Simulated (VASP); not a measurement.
Write the native input for VASP 6.6.1 that does the following.

```yaml
Task: single point
Functional: LDA
Potentials_or_basis: VASP PAW LDA potentials, release 64 (Sb)
Cutoff: 520 eV
k_mesh: 14 × 14 × 14
Occupations: fermi-dirac, width 0.08 eV
Spin: no spin polarisation
Dipole_correction: no
Further_INCAR_settings: ALGO = Normal; EDIFF = 1e-06; NBANDS = 8
```

The structure of Sb lies in POSCAR:

```
Sb
1.0
   -1.5632731941      1.5632731941      1.5632731941
    1.5632731941     -1.5632731941      1.5632731941
    1.5632731941      1.5632731941     -1.5632731941
Sb
1
Direct
    0.0000000000      0.0000000000      0.0000000000
```

This cell differs from its parent crystal: volume scaled by 0.6.

These files were run (other wordings do the same):

INCAR

```
ALGO = Normal ; EDIFF = 1E-6
ENCUT = 520 ; GGA = CA
ISIF = 2 ; ISMEAR = -1
LASPH = True ; LCHARG = False
LREAL = False ; LWAVE = False
NBANDS = 8 ; NELM = 100
PREC = Accurate ; SIGMA = 0.08
```

KPOINTS

```
k-points
0
Gamma
  14 14 14
```

Potentials or basis: VASP PAW LDA potentials, release 64 (Sb).

Launch:

```console
$ cat potpaw_LDA.64/Sb/POTCAR > POTCAR
$ mpirun -np 1 vasp_std > vasp.out
```

It gave:

| Property | Result |
| --- | --- |
| Pressure | 122.4 GPa |

Run time: 7.4 s on 1 thread of AMD EPYC 7R13 Processor (Zen 3), with other jobs on the host, peak memory 0.09 GiB.
